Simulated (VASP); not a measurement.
# MgO (Imm2) in VASP: notebook, part 3 of 3

VASP 6.6.1. Earlier steps stand in the parts before.

## Step 6: Single point, PBE (all O atoms moved -0.050 Å, as atom 2 along Cartesian [1 1 0])

Contents of INCAR:

```
SYSTEM = MgO
ALGO     = Normal         ! electronic algorithm
EDIFF    = 1E-6           ! SCF threshold, eV
ENCUT    = 840            ! plane-wave cutoff, eV
GGA      = PE             ! functional
GGA_COMPAT= .FALSE.      
ISIF     = 2              ! what is computed and relaxed
ISMEAR   = 0              ! smearing method
LASPH    = .TRUE.         ! aspherical terms in the spheres
LCHARG   = .FALSE.        ! write CHGCAR
LREAL    = .FALSE.        ! projectors in reciprocal space
LWAVE    = .FALSE.        ! write WAVECAR
NBANDS   = 15             ! bands
NELM     = 120            ! most SCF steps
PREC     = Accurate       ! precision mode
SIGMA    = 0.05           ! smearing width, eV
```

Contents of KPOINTS:

```
k-points
0
G
  10 10 10
  0 0 0
```

Contents of POSCAR:

```
MgO
1.0
    0.0000000000      2.1351500000      2.1351500000
    2.1351500000      0.0000000000      2.1351500000
    2.1351500000      2.1351500000      0.0000000000
Mg O
1 1
Direct
    0.0000000000      0.0000000000      0.0000000000
    0.5000000000      0.5000000000      0.4834412856
```

Potentials or basis: VASP PAW PBE potentials, release 64 (Mg_sv, O).

Run with:

```sh
$ cat potpaw_PBE.64/Mg_sv/POTCAR potpaw_PBE.64/O/POTCAR > POTCAR
$ mpirun -np 1 vasp_std > vasp.out
```

OUTCAR:

```text
SYSTEM = MgO
   EDIFF = 1E-6
   ENCUT = 840
   GGA = PE
   ISIF = 2
   ISMEAR = 0
   LASPH = .TRUE.
   LREAL = .FALSE.
   NELM = 120
   PREC = Accurate

 ion  position               nearest neighbor table
   1  0.000  0.000  0.000-   2 2.10   2 2.10
   2  0.500  0.500  0.483-   1 2.10   1 2.10

  LATTYP: Found a face centered cubic cell.
 ALAT       =     4.2703000000

  Lattice vectors:

 A1 = (   0.0000000000,   2.1351500000,   2.1351500000)
 A2 = (   2.1351500000,   0.0000000000,   2.1351500000)
 A3 = (   2.1351500000,   2.1351500000,   0.0000000000)

Analysis of symmetry for initial positions (statically):
=====================================================================
 Subroutine PRICEL returns:
 Original cell was already a primitive cell.

 Routine SETGRP: Setting up the symmetry group for a
 face centered cubic supercell.

 Subroutine GETGRP returns: Found  4 space group operations
 (whereof  4 operations were pure point group operations)
 out of a pool of 48 trial point group operations.

The static configuration has the point symmetry C_2v.

Analysis of symmetry for dynamics (positions and initial velocities):
=====================================================================
[... 168 lines left out ...]
      1     -69.7847      2.00000
      2     -36.5146      2.00000
      3     -36.5143      2.00000
      4     -36.5138      2.00000
      5     -14.4196      2.00000
      6       2.6199      2.00000
      7       2.6238      2.00000
      8       2.6241      2.00000
      9       6.9736      0.00000
     10      18.1963      0.00000
     11      18.2061      0.00000
     12      18.2109      0.00000
     13      21.9969      0.00000
     14      23.7401      0.00000
[... 401 lines left out ...]
      2     -36.5741      2.00000
      3     -36.5236      2.00000
      4     -36.5229      2.00000
      5     -13.3967      2.00000
      6      -1.1389      2.00000
      7       1.8612      2.00000
      8       1.9827      2.00000
      9      10.5374      0.00000
     10      14.4321      0.00000
     11      17.7930      0.00000
     12      18.9507      0.00000
     13      22.2456      0.00000
     14      24.5797      0.00000
     15      24.7574      0.00000

 [... further k-points ...]
[... 5 lines left out ...]
  --------------------------------------------------------------------------------------
  -------------------------------------------------------------------------------------
  Total       -0.1620453     -0.1620453     -0.2085962     -0.0063802      0.0000000      0.0000000
  in kB      -13.3361935    -13.3361935    -17.1672886     -0.5250811      0.0000000      0.0000000
  external PRESSURE =     -14.6132252 kB  Pullay stress =       0.0000000 kB

 VOLUME and BASIS-vectors are now :
 -----------------------------------------------------------------------------
  energy-cutoff  :      840.00
  volume of cell :       19.47
      direct lattice vectors                 reciprocal lattice vectors
     0.000000000  2.135150000  2.135150000    -0.234175585  0.234175585  0.234175585
     2.135150000  0.000000000  2.135150000     0.234175585 -0.234175585  0.234175585
     2.135150000  2.135150000  0.000000000     0.234175585  0.234175585 -0.234175585

 POSITION                                       TOTAL-FORCE (eV/Angst)
 -----------------------------------------------------------------------------------
      0.00000      0.00000      0.00000        -0.161605     -0.161605      0.000000
      2.09979      2.09979      2.13515         0.161605      0.161605     -0.000000
 -----------------------------------------------------------------------------------
    total drift:                                0.000358      0.000358      0.000000

  FREE ENERGIE OF THE ION-ELECTRON SYSTEM (eV)
  ---------------------------------------------------
  free  energy   TOTEN  =       -11.8786227158 eV

  energy  without entropy=      -11.8786227158  energy(sigma->0) =      -11.87862272
```

OSZICAR:

```text
N       E                     dE             d eps       ncg     rms          rms(c)
DAV:   1     0.159635609362E+03    0.15964E+03   -0.13510E+04  5130   0.176E+03
DAV:   2    -0.775151181821E+01   -0.16739E+03   -0.15828E+03  6138   0.435E+02
DAV:   3    -0.133847709443E+02   -0.56333E+01   -0.56050E+01  6738   0.769E+01
DAV:   4    -0.134768974311E+02   -0.92126E-01   -0.92118E-01  5844   0.956E+00
DAV:   5    -0.134787001361E+02   -0.18027E-02   -0.18027E-02  6636   0.111E+00    0.862E+00
DAV:   6    -0.119038786432E+02    0.15748E+01   -0.26488E+00  5564   0.148E+01    0.290E+00
DAV:   7    -0.118900955854E+02    0.13783E-01   -0.13827E-01  5991   0.342E+00    0.175E+00
DAV:   8    -0.118796563815E+02    0.10439E-01   -0.40518E-02  6369   0.229E+00    0.346E-01
DAV:   9    -0.118784215517E+02    0.12348E-02   -0.38588E-03  5809   0.574E-01    0.100E-01
DAV:  10    -0.118786314052E+02   -0.20985E-03   -0.31011E-04  6243   0.192E-01    0.477E-02
DAV:  11    -0.118786225613E+02    0.88439E-05   -0.28959E-05  6495   0.556E-02    0.443E-03
DAV:  12    -0.118786227158E+02   -0.15444E-06   -0.54983E-07  4686   0.104E-02
   1 F= -.11878623E+02 E0= -.11878623E+02  d E =-.229285E-27
```

Wall time 81 s (1 thread of Intel Xeon Platinum 8259CL at 2.50GHz (Skylake/Cascade Lake), shared host); peak memory 0.23 GiB.

What came out:

```yaml
Free_energy: -11.8786 eV
Pressure: -1.5 GPa
Largest_force: 0.229 eV/Å
Band_gap_on_the_k_mesh: 4.35 eV
```

Forces on the atoms (eV/Å):
```
Mg  -0.162 -0.162  0.000
O    0.162  0.162  0.000
```

Levels at points of the mesh, in eV from the valence-band top:
```
           k point  band 6  band 7  band 8  band 9  band 10  band 11
(0.00, 0.00, 0.00)    0.00    0.00    0.00    4.35    15.57    15.58
(0.50, 0.00, 0.00)   -4.43   -0.61   -0.61    7.65    12.14    15.91
(0.00, 0.00, 0.50)   -4.43   -0.61   -0.61    7.65    12.15    15.91
(0.50, 0.50, 0.00)   -3.89   -1.29   -1.28    9.08     9.55    12.67
(0.00, 0.50, 0.50)   -3.89   -1.28   -1.28    9.08     9.55    12.67
```

Caveat: the cell differs from its parent crystal (all O atoms moved -0.050 Å, as atom 2 along Cartesian [1 1 0]).

## Step 7: Summary

```csv
cell,gap on the mesh (eV),pressure (GPa),largest force (eV/Å)
"as given, atomic positions A",4.35,-1.0,0.40
"as given, atomic positions B",4.35,-1.3,0.29
"as given, atomic positions C",4.35,-1.7,0.06
"as given, atomic positions D",4.35,-1.6,0.11
"as given, atomic positions E",4.35,-1.5,0.23
```

Alike in all rows: task single point; level PBE; potentials or basis VASP PAW PBE potentials, release 64 (Mg_sv, O); no spin polarisation; k mesh 10 × 10 × 10; cutoff (eV) 840; smearing gaussian 0.05 eV.

Absolute energies hang on the potentials; compare differences alone.
